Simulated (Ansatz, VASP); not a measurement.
## One calculation of GaSbTe4, two programs

The input INCAR:

```
SYSTEM = GaSbTe4
ALGO = Normal ; EDIFF = 1E-6
ENCUT = 520 ; GGA = PE
ISIF = 2 ; ISMEAR = 0
LASPH = .True. ; LCHARG = .False.
LREAL = .False. ; LWAVE = .False.
NBANDS = 30 ; NELM = 80
PREC = Accurate ; SIGMA = 0.1
```

Contents of KPOINTS:

```
k-points
0
Gamma
  3 3 4
  0 0 0
```

The input POSCAR:

```
GaSbTe4
1.0
    6.5755502500      0.0000000000      0.0000000000
   -3.2877751200      5.6945935600      0.0000000000
    0.0000000000      0.0000000000      4.9033557800
Ga Sb Te
1 1 4
Direct
    0.0000000000      0.0000000000      0.0000000000
    0.3333333300      0.6666666700      0.0000000000
    0.6666666700      0.3333333300      0.0000000000
    0.9935383200      0.4967691600      0.5000000000
    0.5032308400      0.4967691600      0.5000000000
    0.5032308400      0.0064616800      0.5000000000
```

Input for Ansatz:

```yaml
crystal:
  lattice:
    - [6.57555025, 0.0, 0.0]
    - [-3.28777512, 5.69459356, 0.0]
    - [0.0, 0.0, 4.90335578]
  atoms:
    - { symbol: Ga, position: [0.0, 0.0, 0.0] }
    - { symbol: Sb, position: [0.33333333, 0.66666667, 0.0] }
    - { symbol: Te, position: [0.66666667, 0.33333333, 0.0] }
    - { symbol: Te, position: [0.99353832, 0.49676916, 0.5] }
    - { symbol: Te, position: [0.50323084, 0.49676916, 0.5] }
    - { symbol: Te, position: [0.50323084, 0.00646168, 0.5] }
basis:
  ecutwfc: 420
kpoints:
  mp_grid: { grid: [3, 3, 4] }
hamiltonian:
  xc: pbe
scf:
  occupations: { method: gaussian, width: 0.1 }
  lower_state_search: "off"
output:
  forces: true
  stress: true
  eigenvalues: true
```

Change from the starting cell: species swapped into the LaGaNi4 type (P-6m2, No. 187).

Alike in both runs: task single point; functional PBE; k mesh 3 × 3 × 4; occupations gaussian, width 0.1 eV; no spin polarisation.

|  | VASP | Ansatz |
| --- | --- | --- |
| version | VASP 6.6.1 | Ansatz 0.2.0 |
| potentials or method | VASP PAW PBE potentials, release 64 (Ga_d, Sb, Te), cutoff 520 eV | scalar-relativistic, plane waves, PAW |
| valence electrons in the cell | 42 | 92 |

```tsv
	VASP	Ansatz	Ansatz less VASP
gap on the k mesh at the Fermi level (eV)	none	none	-
pressure (GPa)	3.9	4.0	+0.06
traceless stress, the component that is largest in VASP (GPa)	0.43	0.44	+0.007
rms of the force components (eV/Å)	0.312	0.311	-0.0002
```

Atom by atom the forces differ by 0.000 eV/Å (rms over components). A gap of «none» marks a metal or a gap that the smearing closes. VASP's potentials hold 42 valence electrons a cell and Ansatz's 92, so a difference there can come from the potentials and not from the codes.

The k mesh is coarse, so the values compare programs but aren't converged. Neither program's run includes spin-orbit coupling.
